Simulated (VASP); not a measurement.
Crystal: Hg.

```
Hg
1.0
     1.74632    1.00824    2.14788
    -1.74632    1.00824    2.14788
     0.00000   -2.01648    2.14788
Hg
1
Direct
  0.00000 0.00000 0.00000
```

Base run:

* Program: VASP 6.6.1
* Functional: LDA
* Potentials or basis: VASP PAW LDA potentials, release 64 (Hg)
* Cutoff: 520 eV
* k mesh: 12 × 12 × 12
* Occupations: fermi-dirac, width 0.1 eV
* Spin: no spin polarisation

Its results: band gap on the k mesh zero (band 6 reaches 4.36 eV, above the bottom of band 7 at 0.69 eV); pressure 0.8 GPa.

**Question.** The run is repeated on the same cell with these changes: k mesh from 12 × 12 × 12 to 2 × 2 × 2. What comes out?

**Answer.** Band gap on the k mesh zero (band 6 reaches 2.90 eV, above the bottom of band 7 at 0.68 eV); pressure 10.4 GPa.

Caveats: some runs use coarse meshes; spin-orbit coupling is left out, which moves the levels of the heavy elements.
